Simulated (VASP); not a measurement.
Wanted: the native input for a VASP 6.6.1 run.

```
Task                   : single point
Functional             : PBE
Potentials or basis    : VASP PAW PBE potentials, release 64 (Sn_d, O)
Cutoff                 : 520 eV
k mesh                 : 7 × 7 × 9
Occupations            : fermi-dirac, width 0.02 eV
Spin                   : no spin polarisation
Dipole correction      : no
Further INCAR settings : ALGO = Normal; EDIFF = 1e-07; NBANDS = 35
```

The structure of SnO2 (Cassiterite) lies in POSCAR:

```
SnO2
1.0
    4.7380000000      0.0000000000      0.0000000000
    0.0000000000      4.7380000000      0.0000000000
    0.0000000000      0.0000000000      3.2183650000
Sn O
2 4
Direct
    0.0000000000      0.0000000000      0.0000000000
    0.5000000000      0.5000000000      0.5000000000
    0.3057408144      0.3057408144      0.0000000000
    0.1942591856      0.8057408144      0.5000000000
    0.6942591856      0.6942591856      0.0000000000
    0.8057408144      0.1942591856      0.5000000000
```

This cell differs from its parent crystal: z stretched by +1 %, then relaxed in part.

These files were run (other wordings do the same):

INCAR

```
PREC     = Accurate       # precision mode
ENCUT    = 520            # plane-wave cutoff, eV
EDIFF    = 1E-7           # SCF threshold, eV
ISMEAR   = -1             # smearing method
SIGMA    = 0.02           # smearing width, eV
LREAL    = False          # projectors in reciprocal space
LASPH    = True           # aspherical terms in the spheres
NELM     = 100            # most SCF steps
ALGO     = Normal         # electronic algorithm
ISIF     = 2              # what is computed and relaxed
LWAVE    = False          # write WAVECAR
LCHARG   = False          # write CHGCAR
GGA      = PE             # functional
NBANDS   = 35             # bands
```

KPOINTS

```
Automatic mesh
0
Gamma
  7 7 9
```

Potentials or basis: VASP PAW PBE potentials, release 64 (Sn_d, O).

The run is started by

```console
$ cat potpaw_PBE.64/Sn_d/POTCAR potpaw_PBE.64/O/POTCAR > POTCAR
$ mpirun -np 1 vasp_std > vasp.out
```

Results of the run:

```yaml
Pressure: 8.8 GPa
Largest_force: 0.008 eV/Å
Band_gap_on_the_k_mesh: 1.10 eV, direct
```

Caveat: the cell differs from its parent crystal (z stretched by +1 %, then relaxed in part); spin-orbit coupling is left out, which moves the levels of the heavy elements.

Run time: 40 s on 1 thread of Intel(R) Xeon(R) 6975P-C (Granite Rapids), with other jobs on the host, peak memory 0.23 GiB.
